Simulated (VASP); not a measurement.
# Sn (Immm) in VASP: further runs

The runs below take Sn through relaxation of cell and atoms, with PBEsol, PBEsol+D3(BJ), LDA.

All numbers are computed with VASP 6.6.1; they aren't measurements. Logs are shortened: lines on timing, memory, paths and dates and some standing lists are left out, and cuts for length are marked.

## (1) The cell of the first run

Symmetry: Immm, No. 71, orthorhombic system. Conventional cell: a = 3.453 Å, b = 3.551 Å, c = 4.677 Å, α = 90.00°, β = 90.00°, γ = 90.00°. Sn (site symmetry mmm) has 12 Sn at 3.41 to 3.55 Å within 4.5 Å.

## (2) Relaxation of cell and atoms, PBEsol

Input file INCAR:

```
ALGO     = Normal         # electronic algorithm
EDIFF    = 1E-6           # SCF threshold, eV
EDIFFG   = -0.005         # ionic threshold
ENCUT    = 600            # plane-wave cutoff, eV
GGA      = PS             # functional
IBRION   = 2              # ionic algorithm
ISIF     = 3              # what is computed and relaxed
ISMEAR   = 1              # smearing method
LASPH    = True           # aspherical terms in the spheres
LCHARG   = False          # write CHGCAR
LREAL    = False          # projectors in reciprocal space
LWAVE    = False          # write WAVECAR
NELM     = 100            # most SCF steps
NSW      = 80             # ionic steps
PREC     = Accurate       # precision mode
SIGMA    = 0.1            # smearing width, eV
```

Input file KPOINTS:

```
k-points
0
Gamma
  11 11 11
```

Input file POSCAR:

```
Sn
1.0
    3.4060750000      0.0000000000      0.0000000000
   -0.1954335462      3.4004635911      0.0000000000
   -1.5549314988     -1.7478085993      2.4756211423
Sn
1
Direct
    0.0000000000      0.0000000000      0.0000000000
```

Potentials or basis: VASP PAW PBE potentials, release 64 (Sn_d).

The run is started by

```bash
cat potpaw_PBE.64/Sn_d/POTCAR > POTCAR
mpirun -np 1 vasp_std > vasp.out
```

OUTCAR:

```text
EDIFF = 1E-6
   EDIFFG = -0.005
   ENCUT = 600
   GGA = PS
   IBRION = 2
   ISIF = 3
   ISMEAR = 1
   LASPH = True
   LREAL = False
   NELM = 100
   NSW = 80
   PREC = Accurate

 ion  position               nearest neighbor table
   1  0.000  0.000  0.000-

  LATTYP: Found a body centered orthorhombic cell.
 ALAT       =     3.4530778087
 B/A-ratio  =     1.0283851104
 C/A-ratio  =     1.3543522733

  Lattice vectors:

 A1 = (   3.4060750000,   0.0000000000,   0.0000000000)
 A2 = (  -0.1954335462,   3.4004635911,   0.0000000000)
 A3 = (  -1.5549314988,  -1.7478085993,   2.4756211423)

Analysis of symmetry for initial positions (statically):
=====================================================================
 Subroutine PRICEL returns:
 Original cell was already a primitive cell.

 Routine SETGRP: Setting up the symmetry group for a
 body centered orthorhombic supercell.

 Subroutine GETGRP returns: Found  8 space group operations
 (whereof  8 operations were pure point group operations)
 out of a pool of  8 trial point group operations.

The static configuration has the point symmetry D_2h.

Analysis of symmetry for dynamics (positions and initial velocities):
=====================================================================
 Subroutine PRICEL returns:
 Original cell was already a primitive cell.

 Routine SETGRP: Setting up the symmetry group for a
 body centered orthorhombic supercell.

 Subroutine GETGRP returns: Found  8 space group operations
 (whereof  8 operations were pure point group operations)
 out of a pool of  8 trial point group operations.

The dynamic configuration has the point symmetry D_2h.

 Subroutine INISYM returns: Found  8 space group operations
 (whereof  8 operations are pure point group operations),
 and found     1 'primitive' translations

----------------------------------------------------------------------------------------

                                     Primitive cell

  volume of cell :      28.6732

  direct lattice vectors                    reciprocal lattice vectors
     3.406075000  0.000000000  0.000000000     0.293593065  0.016873562  0.196317948
    -0.195433546  3.400463591  0.000000000     0.000000000  0.294077549  0.207621134
    -1.554931499 -1.747808599  2.475621142     0.000000000  0.000000000  0.403939029

  length of vectors
     3.406075000  3.406075000  3.406075000     0.353584985  0.359983528  0.403939029

  position of ions in fractional coordinates (direct lattice)
     0.000000000  0.000000000  0.000000000

  ion indices of the primitive-cell ions
   primitive index   ion index
                 1           1

----------------------------------------------------------------------------------------

 KPOINTS: k-points

Automatic generation of k-mesh.
 Grid dimensions read from file:
 generate k-points for:   11   11   11

 Generating k-lattice:

  Cartesian coordinates                     Fractional coordinates (reciprocal lattice)
     0.026690279  0.001533960  0.017847086     0.090909091  0.000000000  0.000000000
     0.000000000  0.026734323  0.018874649     0.000000000  0.090909091  0.000000000
     0.000000000  0.000000000  0.036721730     0.000000000  0.000000000  0.090909091

  Length of vectors
     0.032144090  0.032725775  0.036721730

  Shift w.r.t. Gamma in fractional coordinates (k-lattice)
     0.000000000  0.000000000  0.000000000

 Subroutine IBZKPT returns following result:
 ===========================================

 Found    216 irreducible k-points:

 Following reciprocal coordinates:
            Coordinates               Weight
  0.000000  0.000000  0.000000      1.000000
  0.090909 -0.000000 -0.000000      4.000000
  0.181818  0.000000 -0.000000      4.000000
  0.272727  0.000000  0.000000      4.000000
  0.363636 -0.000000 -0.000000      4.000000
  0.454545  0.000000  0.000000      4.000000
[... 16 lines left out ...]
  0.454545  0.181818 -0.000000      8.000000
 -0.454545  0.181818  0.000000      8.000000
 [... further k-points ...]
   k-points           NKPTS =    216   k-points in BZ     NKDIM =    216   number of bands    NBANDS=     11
   number of dos      NEDOS =    301   number of ions     NIONS =      1
   total plane-waves  NPLWV =  21952
   dimension x,y,z NGX =    28 NGY =   28 NGZ =   28
   dimension x,y,z NGXF=    56 NGYF=   56 NGZF=   56
   ions per type =               1
   NGX,Y,Z   is equivalent  to a cutoff of  13.67, 13.67, 13.67 a.u.
   NGXF,Y,Z  is equivalent  to a cutoff of  27.33, 27.33, 27.33 a.u.
 SYSTEM =  unknown system
   PREC   = accura    normal or accurate (medium, high low for compatibility)
   ISTART =      0    job   : 0-new  1-cont  2-samecut
   ICHARG =      2    charge: 1-file 2-atom 10-const
   ISPIN  =      1    spin polarized calculation?
   LNONCOLLINEAR =      F non collinear calculations
   LSORBIT =      F    spin-orbit coupling
   LASPH  =      T    aspherical Exc in radial PAW
   ENCUT  =  600.0 eV  44.10 Ry    6.64 a.u.   6.80  6.80  6.80*2*pi/ulx,y,z
   NELM   =    100;   NELMIN=  2; NELMDL= -5     # of ELM steps
   EDIFF  = 0.1E-05   stopping-criterion for ELM
   LREAL  =      F    real-space projection
   EDIFFG = -.5E-02   stopping-criterion for IOM
   NSW    =     80    number of steps for IOM
   IBRION =      2    ionic relax: 0-MD 1-quasi-New 2-CG
   NFREE  =      1    steps in history (QN), initial steepest desc. (CG)
   ISIF   =      3    stress and relaxation
   ISYM   =      2    0-nonsym 1-usesym 2-fastsym
   POTIM  = 0.5000    time-step for ionic-motion
   TEBEG  =    0.0;   TEEND  =   0.0 temperature during run
   PSTRESS=    0.0 pullay stress
   NELECT =      14.0000    total number of electrons
   NUPDOWN=      -1.0000    fix difference up-down
   EMIN   =  10.00;   EMAX   =-10.00  energy-range for DOS
   EFERMI =   0.00;   METHOD = LEGACY
   ISMEAR =     1;   SIGMA  =   0.10  broadening in eV -4-tet -1-fermi 0-gaus
   EFERMI_NEDOS =   21; number of points for ismear=-14 and -15
   IALGO  =     38    algorithm
   IMIX   =      4    mixing-type and parameters
     AMIX     =   0.40;   BMIX     =  1.00
     AMIX_MAG =   1.60;   BMIX_MAG =  1.00
  volume/ion in A,a.u.               =      28.67       193.50
  Fermi-wavevector in a.u.,A,eV,Ry     =   1.289116  2.436076 22.610435  1.661820
  Thomas-Fermi vector in A             =   2.421028
   LORBIT       =      0    0 simple, 1 ext, 2 COOP (PROOUT), +10 PAW based schemes
   GGA     = PS    functional components
   LHFCALC =     F    Hartree Fock is set to
   AEXX    =    0.0000 exact exchange contribution
   IVDW    =     0    specifies the selected vdW correction
   LEPSILON=     F    determine dielectric tensor
   LRPA    =     F    only Hartree local field effects (RPA)
 conjugate gradient relaxation of ions
 non-spin polarized calculation
 Methfessel and Paxton  Order N= 1 SIGMA  =   0.10
  energy-cutoff  :      600.00
  volume of cell :       28.67
 maximum number of plane-waves:       971
   NGX = 13   NGY = 13   NGZ = 13

--------------------------------------- Ionic step        1  -------------------------------------------

 number of electron      13.9999998 magnetization

 Free energy of the ion-electron system (eV)
  ---------------------------------------------------
  ext. energy  EPLUGINS =         0.00000000
  ---------------------------------------------------
  free energy    TOTEN  =        -4.21148208 eV

  energy without entropy =       -4.21161795  energy(sigma->0) =       -4.21152737

------------------------ aborting loop because EDIFF is reached ----------------------------------------

  FORCE on cell =-STRESS in cart. coord.  units (eV):
  Direction    XX          YY          ZZ          XY          YZ          ZX
  --------------------------------------------------------------------------------------
  -------------------------------------------------------------------------------------
  Total       -0.6288289     -0.6222264     -0.6737664      0.0574406      0.1139959     -0.1207355
  in kB      -35.1371520    -34.7682243    -37.6481281      3.2096153      6.3697638     -6.7463553
  external PRESSURE =     -35.8511681 kB  Pullay stress =       0.0000000 kB
[... 86 lines left out ...]
  FREE ENERGIE OF THE ION-ELECTRON SYSTEM (eV)
  ---------------------------------------------------
  free  energy   TOTEN  =        -4.2386488238 eV

  energy  without entropy=       -4.2388290260  energy(sigma->0) =       -4.23870889

[... ionic steps 4 to 8 ...]

--------------------------------------- Ionic step        9  -------------------------------------------

 number of electron      14.0000005 magnetization

------------------------ aborting loop because EDIFF is reached ----------------------------------------

  FORCE on cell =-STRESS in cart. coord.  units (eV):
  Direction    XX          YY          ZZ          XY          YZ          ZX
  --------------------------------------------------------------------------------------
  -------------------------------------------------------------------------------------
  Total       -0.0077318     -0.0071289     -0.0127977      0.0052448     -0.0013958      0.0014784
  in kB       -0.4652824     -0.4290030     -0.7701371      0.3156235     -0.0839989      0.0889653
  external PRESSURE =      -0.5548075 kB  Pullay stress =       0.0000000 kB
[... 55 lines left out ...]
  energy  without entropy=       -4.2392790045  energy(sigma->0) =       -4.23933562

--------------------------------------- Ionic step       11  -------------------------------------------

 number of electron      14.0000004 magnetization

 Free energy of the ion-electron system (eV)
  ---------------------------------------------------
  ext. energy  EPLUGINS =         0.00000000
  ---------------------------------------------------
  free energy    TOTEN  =        -4.23936418 eV

  energy without entropy =       -4.23928181  energy(sigma->0) =       -4.23933672

 E-fermi :   8.2289     XC(G=0): -10.6037

 val. band max:        8.1506378902   @ k =   0.1818   0.1818   0.1818
 cond. band min:       8.2302850965   @ k =  -0.1818   0.3636   0.0000
 fundamental gap:      0.0796472064
 Fermi energy:         8.2288820665

 k-point     1 :       0.0000    0.0000    0.0000
  band No.  band energies     occupation
      1     -13.2162      2.00000
      2     -13.2159      2.00000
      3     -13.1848      2.00000
      4     -13.1397      2.00000
      5     -13.1045      2.00000
      6      -3.0640      2.00000
      7      16.0570      0.00000
      8      16.1474      0.00000
      9      16.1574      0.00000
     10      18.9171      0.00000
     11      20.1969      0.00000
[... 309 lines left out ...]
 k-point    24 :      -0.4545    0.1818    0.0000
  band No.  band energies     occupation
      1     -13.2313      2.00000
      2     -13.1783      2.00000
      3     -13.1412      2.00000
      4     -13.0887      2.00000
      5     -13.0380      2.00000
      6       0.6865      2.00000
      7       5.8681      2.00000
      8      10.8739      0.00000
      9      12.5394      0.00000
     10      15.7586      0.00000
     11      21.0573      0.00000

 [... further k-points ...]
[... 5 lines left out ...]
  --------------------------------------------------------------------------------------
  -------------------------------------------------------------------------------------
  Total        0.0017148      0.0019093     -0.0000284      0.0016924     -0.0017818      0.0018872
  in kB        0.1033165      0.1150372     -0.0017140      0.1019677     -0.1073542      0.1137012
  external PRESSURE =       0.0722132 kB  Pullay stress =       0.0000000 kB
[... 16 lines left out ...]
  FREE ENERGIE OF THE ION-ELECTRON SYSTEM (eV)
  ---------------------------------------------------
  free  energy   TOTEN  =        -4.2393641777 eV

  energy  without entropy=       -4.2392818061  energy(sigma->0) =       -4.23933672

 reached required accuracy - stopping structural energy minimisation
```

It took 2.6 min on 1 thread of Intel Xeon 6975P-C (Granite Rapids), shared host; peak memory 0.23 GiB.

What came out:

| Item | Value |
| --- | --- |
| Free energy | -4.2394 eV |
| Relaxed volume | 26.59 Å³/atom |
| Relaxed cell | a = 3.326 Å, b = 3.326 Å, c = 3.326 Å, α = 118.45°, β = 118.48°, γ = 92.67° |
| Space group after relaxing (to 0.05 Å) | I4/mmm (No. 139) |
| Energy gained by relaxing | 27.9 meV/atom |
| Ionic steps | 11 |
| Pressure after relaxing | 0.0 GPa |
| Band gap on the k mesh | zero (band 7 reaches 16.06 eV, above the bottom of band 8 at 6.28 eV) |

The path:
| step | energy change (eV) | largest force (eV/Å) | pressure (GPa) | volume (Å³) |
| --- | --- | --- | --- | --- |
| 1 | 0.0000 | 0.0000 | -3.59 | 28.67 |
| 2 | -0.0258 | 0.0000 | 1.09 | 26.09 |
| 3 | -0.0272 | 0.0000 | 0.14 | 26.53 |
| 4 | -0.0272 | 0.0000 | 0.02 | 26.57 |
| 5 | -0.0277 | 0.0000 | 0.07 | 26.60 |
| 6 | -0.0279 | 0.0000 | 0.00 | 26.61 |
| 7 | -0.0277 | 0.0000 | -0.10 | 26.65 |
| 8 | -0.0279 | 0.0000 | -0.14 | 26.62 |
| 9 | -0.0279 | 0.0000 | -0.06 | 26.62 |
| 10 | -0.0279 | 0.0000 | 0.03 | 26.58 |
| 11 | -0.0279 | 0.0000 | 0.01 | 26.59 |

Final structure:
```
CELL_PARAMETERS angstrom
3.32598 0.01808 -0.03421
-0.17278 3.32154 0.03421
-1.55251 -1.69255 2.40595
ATOMIC_POSITIONS crystal
Sn 0.00000 0.00000 0.00000
```

Caveat: the PAW data sets were made with another functional, which shifts forces and pressure a little; spin-orbit coupling is left out, which moves the levels of the heavy elements.

## (3) Relaxation of cell and atoms, PBEsol+D3(BJ)

Input file INCAR:

```
  PREC = Accurate
  ENCUT = 600
  EDIFF = 1E-6
  ISMEAR = 1
  SIGMA = 0.1
  LREAL = False
  LASPH = True
  NELM = 60
  ALGO = Normal
  ISIF = 3
  LWAVE = False
  LCHARG = False
  GGA = PS
  IVDW = 12
  IBRION = 2
  NSW = 80
  EDIFFG = -0.005
```

Input file KPOINTS:

```
regular mesh
0
Gamma
  11 11 11
```

POSCAR is that of step 2.

Potentials or basis: VASP PAW PBE potentials, release 64 (Sn_d).

The run is started by

```bash
cat potpaw_PBE.64/Sn_d/POTCAR > POTCAR
mpirun -np 1 vasp_std > vasp.out
```

Wall time 2.5 min (1 thread of Intel Xeon 6975P-C (Granite Rapids), shared host); peak memory 0.23 GiB.

It converged, with:

* Free energy: -4.6473 eV
* Relaxed volume: 25.42 Å³/atom
* Relaxed cell: a = 3.275 Å, b = 3.275 Å, c = 3.275 Å, α = 118.36°, β = 118.35°, γ = 92.87°
* Space group after relaxing (to 0.05 Å): I4/mmm (No. 139)
* Energy gained by relaxing: 67.6 meV/atom
* Ionic steps: 11
* Pressure after relaxing: 0.0 GPa
* Band gap on the k mesh: zero (band 7 reaches 17.00 eV, above the bottom of band 8 at 6.73 eV)
* Dispersion energy per atom: -0.418 eV

The path:
```
step  energy change (eV)  largest force (eV/Å)  pressure (GPa)  volume (Å³)
   1              0.0000                0.0000           -5.74        28.67
   2             -0.0622                0.0000            2.05        24.61
   3             -0.0668                0.0000            0.18        25.37
   4             -0.0668                0.0000            0.02        25.43
   5             -0.0675                0.0000           -0.04        25.45
   6             -0.0676                0.0000           -0.05        25.45
   7             -0.0676                0.0000           -0.09        25.46
   8             -0.0676                0.0000           -0.09        25.46
   9             -0.0676                0.0000           -0.08        25.45
  10             -0.0676                0.0000            0.05        25.40
  11             -0.0676                0.0000           -0.01        25.42
```

Final structure:
```
Sn
1.0
     3.27472    0.01200   -0.03303
    -0.17591    3.27002    0.03303
    -1.52513   -1.66393    2.37284
Sn
1
Direct
  0.00000 0.00000 0.00000
```

Levels at points of the mesh, in eV from the Fermi level:
```tsv
k point	band 3	band 4	band 5	band 6	band 7	band 8	band 9	band 10	band 11
(0.00, 0.00, 0.00)	-21.42	-21.38	-21.33	-11.63	8.21	8.33	8.33	10.75	12.27
```

Caveat: the PAW data sets were made with another functional, which shifts forces and pressure a little; spin-orbit coupling is left out, which moves the levels of the heavy elements; pairwise dispersion overbinds metals, which lowers pressure and volume.

## (4) Relaxation of cell and atoms, LDA

Input file INCAR:

```
PREC = Accurate
ENCUT = 600
EDIFF = 1E-6
ISMEAR = 1
SIGMA = 0.1
LREAL = F
LASPH = T
NELM = 80
ALGO = Normal
ISIF = 3
LWAVE = F
LCHARG = F
GGA = CA
IBRION = 2
NSW = 80
EDIFFG = -0.005
```

KPOINTS is that of step 3.

POSCAR is that of step 3.

Potentials or basis: VASP PAW LDA potentials, release 64 (Sn_d).

The run is started by

```bash
cat potpaw_LDA.64/Sn_d/POTCAR > POTCAR
mpirun -np 1 vasp_std > vasp.out
```

It took 2.2 min on 1 thread of Intel Xeon 6975P-C (Granite Rapids), shared host; peak memory 0.21 GiB.

Results (log left out):

- Free energy: -4.4469 eV
- Relaxed volume: 25.96 Å³/atom
- Relaxed cell: a = 3.299 Å, b = 3.299 Å, c = 3.299 Å, α = 118.43°, β = 118.43°, γ = 92.74°
- Space group after relaxing (to 0.05 Å): I4/mmm (No. 139)
- Energy gained by relaxing: 47.0 meV/atom
- Ionic steps: 9
- Pressure after relaxing: 0.0 GPa
- Band gap on the k mesh: zero (band 7 reaches 16.35 eV, above the bottom of band 8 at 6.44 eV)

The path:
```tsv
step	energy change (eV)	largest force (eV/Å)	pressure (GPa)	volume (Å³)
1	0.0000	0.0000	-4.68	28.67
2	-0.0438	0.0000	1.55	25.34
3	-0.0464	0.0000	0.12	25.91
4	-0.0463	0.0000	-0.04	25.96
5	-0.0468	0.0000	0.01	25.98
6	-0.0470	0.0000	-0.09	26.01
7	-0.0470	0.0000	-0.12	26.00
8	-0.0470	0.0000	0.12	25.91
9	-0.0470	0.0000	-0.01	25.96
```

Final structure:
```xyz
1
Lattice="3.2987 0.0161 -0.0335 -0.1732 3.2942 0.0335 -1.5385 -1.6780 2.3875" Properties=species:S:1:pos:R:3 pbc="T T T"
Sn    0.0000    0.0000    0.0000
```

Levels at points of the mesh, in eV from the Fermi level:
```
           k point  band 3  band 4  band 5  band 6  band 7  band 8  band 9  band 10  band 11
(0.00, 0.00, 0.00)  -21.43  -21.39  -21.35  -11.48    7.93    8.03    8.03    10.81    12.18
```

Caveat: spin-orbit coupling is left out, which moves the levels of the heavy elements.

## (5) Summary

```csv
level,potentials or basis,gap on the mesh (eV),pressure (GPa),relaxed volume (Å³/atom)
PBEsol,"VASP PAW PBE potentials, release 64 (Sn_d)",none,0.0,26.59
PBEsol+D3(BJ),"VASP PAW PBE potentials, release 64 (Sn_d)",none,0.0,25.42
LDA,"VASP PAW LDA potentials, release 64 (Sn_d)",none,0.0,25.96
```

Alike in all rows: task relaxation of cell and atoms; no spin polarisation; cell relaxed; k mesh 11 × 11 × 11; cutoff (eV) 600; smearing methfessel-paxton 0.1 eV.

Caveats: spin-orbit coupling is left out, which moves the levels of the heavy elements; the PAW data sets were made with another functional, which shifts forces and pressure a little (some runs); pairwise dispersion overbinds metals, which lowers pressure and volume (some runs).

Absolute energies hang on the potentials; compare differences alone.
